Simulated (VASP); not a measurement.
# P (Fd-3m) in VASP: notebook, part 2 of 2

VASP 6.6.1. The steps go on from the part before.

## Step 4: Relaxation of cell and atoms, PBE, target pressure 15 GPa, at which the enthalpy is minimised

Input file INCAR:

```
SYSTEM = P
PREC = Accurate
ENCUT = 600
EDIFF = 1E-6
ISMEAR = -1
SIGMA = 0.05
LREAL = .False.
LASPH = .True.
NELM = 100
ALGO = Normal
ISIF = 3
LWAVE = .False.
LCHARG = .False.
GGA = PE
IBRION = 2
NSW = 32
EDIFFG = -0.005
PSTRESS = 150.0
```

Input file KPOINTS:

```
Automatic mesh
0
Gamma
  13 13 13
  0 0 0
```

Input file POSCAR:

```
P
1.0
    0.0000000000      2.5405685057      2.5405685057
    2.5405685057      0.0000000000      2.5405685057
    2.5405685057      2.5405685057      0.0000000000
P
2
Direct
   -0.1250000000     -0.1250000000     -0.1250000000
    0.1250000000      0.1250000000      0.1250000000
```

Potentials or basis: VASP PAW PBE potentials, release 64 (P).

Started as:

```
$ cat potpaw_PBE.64/P/POTCAR > POTCAR
$ mpirun -np 1 vasp_std > vasp.out
```

OUTCAR:

```text
SYSTEM = P
   PREC = Accurate
   ENCUT = 600
   EDIFF = 1E-6
   ISMEAR = -1
   LREAL = .False.
   LASPH = .True.
   NELM = 100
   ISIF = 3
   GGA = PE
   IBRION = 2
   NSW = 32
   EDIFFG = -0.005
   PSTRESS = 150.0

 ion  position               nearest neighbor table
   1  0.875  0.875  0.875-   2 2.20   2 2.20   2 2.20   2 2.20
   2  0.125  0.125  0.125-   1 2.20   1 2.20   1 2.20   1 2.20

  LATTYP: Found a face centered cubic cell.
 ALAT       =     5.0811370114

  Lattice vectors:

 A1 = (   0.0000000000,   2.5405685057,   2.5405685057)
 A2 = (   2.5405685057,   0.0000000000,   2.5405685057)
 A3 = (   2.5405685057,   2.5405685057,   0.0000000000)

Analysis of symmetry for initial positions (statically):
=====================================================================
 Subroutine PRICEL returns:
 Original cell was already a primitive cell.

 Routine SETGRP: Setting up the symmetry group for a
 face centered cubic supercell.

 Subroutine GETGRP returns: Found 48 space group operations
 (whereof 12 operations were pure point group operations)
 out of a pool of 48 trial point group operations.

The static configuration has the point symmetry D_3d.
 The point group associated with its full space group is O_h .

Analysis of symmetry for dynamics (positions and initial velocities):
=====================================================================
 Subroutine PRICEL returns:
 Original cell was already a primitive cell.

 Routine SETGRP: Setting up the symmetry group for a
 face centered cubic supercell.

 Subroutine GETGRP returns: Found 48 space group operations
 (whereof 12 operations were pure point group operations)
 out of a pool of 48 trial point group operations.

The dynamic configuration has the point symmetry D_3d.
 The point group associated with its full space group is O_h .

 Subroutine INISYM returns: Found 48 space group operations
 (whereof 12 operations are pure point group operations),
 and found     1 'primitive' translations

----------------------------------------------------------------------------------------

                                     Primitive cell

  volume of cell :      32.7961

  direct lattice vectors                    reciprocal lattice vectors
     0.000000000  2.540568506  2.540568506    -0.196806344  0.196806344  0.196806344
     2.540568506  0.000000000  2.540568506     0.196806344 -0.196806344  0.196806344
     2.540568506  2.540568506  0.000000000     0.196806344  0.196806344 -0.196806344

  length of vectors
     3.592906437  3.592906437  3.592906437     0.340878588  0.340878588  0.340878588

  position of ions in fractional coordinates (direct lattice)
     0.875000000  0.875000000  0.875000000
     0.125000000  0.125000000  0.125000000

  ion indices of the primitive-cell ions
   primitive index   ion index
                 1           1
                 2           2

----------------------------------------------------------------------------------------

 KPOINTS: Automatic mesh

Automatic generation of k-mesh.
 Grid dimensions read from file:
 generate k-points for:   13   13   13
[... 48 lines left out ...]
   total plane-waves  NPLWV =  27000
   dimension x,y,z NGX =    30 NGY =   30 NGZ =   30
   dimension x,y,z NGXF=    60 NGYF=   60 NGZF=   60
   ions per type =               2
   NGX,Y,Z   is equivalent  to a cutoff of  13.88, 13.88, 13.88 a.u.
   NGXF,Y,Z  is equivalent  to a cutoff of  27.76, 27.76, 27.76 a.u.
 SYSTEM =  P
   PREC   = accura    normal or accurate (medium, high low for compatibility)
   ISTART =      0    job   : 0-new  1-cont  2-samecut
   ICHARG =      2    charge: 1-file 2-atom 10-const
   ISPIN  =      1    spin polarized calculation?
   LNONCOLLINEAR =      F non collinear calculations
   LSORBIT =      F    spin-orbit coupling
   LASPH  =      T    aspherical Exc in radial PAW
   ENCUT  =  600.0 eV  44.10 Ry    6.64 a.u.   7.18  7.18  7.18*2*pi/ulx,y,z
   NELM   =    100;   NELMIN=  2; NELMDL= -5     # of ELM steps
   EDIFF  = 0.1E-05   stopping-criterion for ELM
   LREAL  =      F    real-space projection
   EDIFFG = -.5E-02   stopping-criterion for IOM
   NSW    =     32    number of steps for IOM
   IBRION =      2    ionic relax: 0-MD 1-quasi-New 2-CG
   NFREE  =      1    steps in history (QN), initial steepest desc. (CG)
   ISIF   =      3    stress and relaxation
   ISYM   =      2    0-nonsym 1-usesym 2-fastsym
   POTIM  = 0.5000    time-step for ionic-motion
   TEBEG  =    0.0;   TEEND  =   0.0 temperature during run
   PSTRESS=  150.0 pullay stress
   NELECT =      10.0000    total number of electrons
   NUPDOWN=      -1.0000    fix difference up-down
   EMIN   =  10.00;   EMAX   =-10.00  energy-range for DOS
   EFERMI =   0.00;   METHOD = LEGACY
   ISMEAR =    -1;   SIGMA  =   0.05  broadening in eV -4-tet -1-fermi 0-gaus
   EFERMI_NEDOS =   21; number of points for ismear=-14 and -15
   IALGO  =     38    algorithm
   IMIX   =      4    mixing-type and parameters
     AMIX     =   0.40;   BMIX     =  1.00
     AMIX_MAG =   1.60;   BMIX_MAG =  1.00
  volume/ion in A,a.u.               =      16.40       110.66
  Fermi-wavevector in a.u.,A,eV,Ry     =   1.101879  2.082249 16.519342  1.214137
  Thomas-Fermi vector in A             =   2.238313
   LORBIT       =      0    0 simple, 1 ext, 2 COOP (PROOUT), +10 PAW based schemes
   GGA     = PE    functional components
   LHFCALC =     F    Hartree Fock is set to
   AEXX    =    0.0000 exact exchange contribution
   IVDW    =     0    specifies the selected vdW correction
   LEPSILON=     F    determine dielectric tensor
   LRPA    =     F    only Hartree local field effects (RPA)
 conjugate gradient relaxation of ions
 non-spin polarized calculation
  energy-cutoff  :      600.00
  volume of cell :       32.80
 maximum number of plane-waves:      1109
 NGX is ok and might be reduce to    30
   NGX = 15   NGY = 15   NGZ = 15

--------------------------------------- Ionic step        1  -------------------------------------------

 number of electron      10.0000000 magnetization

 number of electron       9.9999999 magnetization

 Free energy of the ion-electron system (eV)
  ---------------------------------------------------
  ext. energy  EPLUGINS =         0.00000000
  ---------------------------------------------------
  free energy    TOTEN  =        -9.32643796 eV

  energy without entropy =       -9.31802932  energy(sigma->0) =       -9.32223364

------------------------ aborting loop because EDIFF is reached ----------------------------------------

  FORCE on cell =-STRESS in cart. coord.  units (eV):
  Direction    XX          YY          ZZ          XY          YZ          ZX
  --------------------------------------------------------------------------------------
  -------------------------------------------------------------------------------------
  Total        3.0104361      3.0104361      3.0104361      0.0000000     -0.0000000      0.0000000
  in kB      147.0676884    147.0676884    147.0676884      0.0000000     -0.0000000      0.0000000
  external PRESSURE =      -2.9323116 kB  Pullay stress =     150.0000000 kB
[... 63 lines left out ...]
--------------------------------------- Ionic step        3  -------------------------------------------

 number of electron       9.9999999 magnetization

 Free energy of the ion-electron system (eV)
  ---------------------------------------------------
  ext. energy  EPLUGINS =         0.00000000
  ---------------------------------------------------
  free energy    TOTEN  =        -9.31629678 eV

  energy without entropy =       -9.30785014  energy(sigma->0) =       -9.31207346

 E-fermi :   8.7793     XC(G=0): -10.5468

 val. band max:        8.7745332086   @ k =  -0.0769   0.0769   0.0000
 cond. band min:       8.8196208129   @ k =  -0.3846   0.4615   0.1538
 fundamental gap:      0.0450876043
 Fermi energy:         8.7792989736

 k-point     1 :       0.0000    0.0000    0.0000
  band No.  band energies     occupation
      1      -8.3842      2.00000
      2       4.9970      2.00000
      3       4.9970      2.00000
      4       4.9970      2.00000
      5       7.3935      2.00000
      6       8.4569      1.99684
      7       8.4569      1.99684
      8       8.4569      1.99684
      9      15.1627      0.00000
[... 265 lines left out ...]
 k-point    24 :       0.4615    0.1538    0.0000
  band No.  band energies     occupation
      1      -6.0459      2.00000
      2      -2.0008      2.00000
      3       2.4425      2.00000
      4       3.2380      2.00000
      5       7.8919      2.00000
      6       9.8626      0.00000
      7      10.8971      0.00000
      8      12.6011      0.00000
      9      16.8121      0.00000

 [... further k-points ...]

------------------------ aborting loop because EDIFF is reached ----------------------------------------

  FORCE on cell =-STRESS in cart. coord.  units (eV):
  Direction    XX          YY          ZZ          XY          YZ          ZX
  --------------------------------------------------------------------------------------
  -------------------------------------------------------------------------------------
  Total        3.0611025      3.0611025      3.0611025     -0.0000000      0.0000000      0.0000000
  in kB      150.0434131    150.0434131    150.0434131     -0.0000000      0.0000000      0.0000000
  external PRESSURE =       0.0434131 kB  Pullay stress =     150.0000000 kB
[... 21 lines left out ...]
  energy  without entropy=       -9.3078501431  energy(sigma->0) =       -9.31207346

  enthalpy is  TOTEN    =        -6.2560799912 eV   P V=        3.0602167854

 reached required accuracy - stopping structural energy minimisation
```

OSZICAR:

```text
N       E                     dE             d eps       ncg     rms          rms(c)
DAV:   1     0.239814804139E+02    0.23981E+02   -0.49269E+03  1512   0.107E+03
DAV:   2    -0.840954790351E+01   -0.32391E+02   -0.31485E+02  2326   0.129E+02
DAV:   3    -0.941739591307E+01   -0.10078E+01   -0.95760E+00  1918   0.244E+01
[... 15 lines left out ...]
       N       E                     dE             d eps       ncg     rms          rms(c)
DAV:   1    -0.931631366586E+01   -0.31031E-02   -0.48358E-04  1649   0.133E-01    0.246E-02
DAV:   2    -0.931630182918E+01    0.11837E-04   -0.14603E-05  1680   0.269E-02    0.135E-02
DAV:   3    -0.931629709885E+01    0.47303E-05   -0.12247E-05  1629   0.200E-02    0.302E-03
DAV:   4    -0.931629677661E+01    0.32224E-06   -0.12357E-07   786   0.331E-03
   3 F= -.62560800E+01 E0= -.62518567E+01  d E =-.101735E-03
```

CONTCAR:

```text
P
   1.00000000000000
    -0.0000000000000000    2.5377402830053635    2.5377402830053635
     2.5377402830053635   -0.0000000000000000    2.5377402830053635
     2.5377402830053635    2.5377402830053635    0.0000000000000000
  P
     2
Direct
     0.8750000000000000    0.8750000000000000    0.8750000000000000
     0.1250000000000000    0.1250000000000000    0.1250000000000000

  0.00000000E+00  0.00000000E+00  0.00000000E+00
  0.00000000E+00  0.00000000E+00  0.00000000E+00
```

Run time: 36 s. Hardware: 1 thread of Intel Xeon Platinum 8488C (Sapphire Rapids), shared host; peak memory 0.17 GiB.

Results:

| Item | Value |
| --- | --- |
| Free energy | -9.3163 eV |
| Relaxed volume | 16.34 Å³/atom |
| Relaxed cell | a = 3.589 Å, b = 3.589 Å, c = 3.589 Å, α = 60.00°, β = 60.00°, γ = 60.00° |
| Space group after relaxing (to 0.05 Å) | Fd-3m (No. 227) |
| Energy change on relaxing (the enthalpy is what falls) | +5.1 meV/atom |
| Ionic steps | 3 |
| Pressure after relaxing | 15.0 GPa |
| Band gap on the k mesh | zero (band 5 reaches 10.30 eV, above the bottom of band 6 at 7.07 eV) |

Step by step:
```csv
step,energy change (eV),largest force (eV/Å),pressure (GPa),volume (Å³)
1,0.0000,0.0000,14.71,32.80
2,0.0132,0.0000,15.09,32.65
3,0.0101,0.0000,15.00,32.69
```

Final structure:
```
P
1.0
     0.00000    2.53774    2.53774
     2.53774    0.00000    2.53774
     2.53774    2.53774    0.00000
P
2
Cartesian
  4.4410 4.4410 4.4410
  0.6344 0.6344 0.6344
```

Caveat: the cell is relaxed towards a set pressure, so the enthalpy falls and the energy may rise.

## Step 5: Summary

| task | cell | cutoff (eV) | gap on the mesh (eV) | pressure (GPa) |
| --- | --- | --- | --- | --- |
| single point | a = 3.593 Å, angles 60.0°, 2 atoms | 520 | none | 14.7 |
| relaxation of cell and atoms | relaxed to 15 GPa from a = 3.512 Å, angles 60.0°, 2 atoms | 600 | none | 15.0 |
| relaxation of cell and atoms | relaxed to 15 GPa from a = 3.593 Å, angles 60.0°, 2 atoms | 600 | none | 15.0 |

Alike in all rows: level PBE; potentials or basis VASP PAW PBE potentials, release 64 (P); no spin polarisation; k mesh 13 × 13 × 13; smearing fermi-dirac 0.05 eV.

Caveats: the cell is relaxed towards a set pressure, so the enthalpy falls and the energy may rise (some runs).

Absolute energies hang on the potentials; compare differences alone.
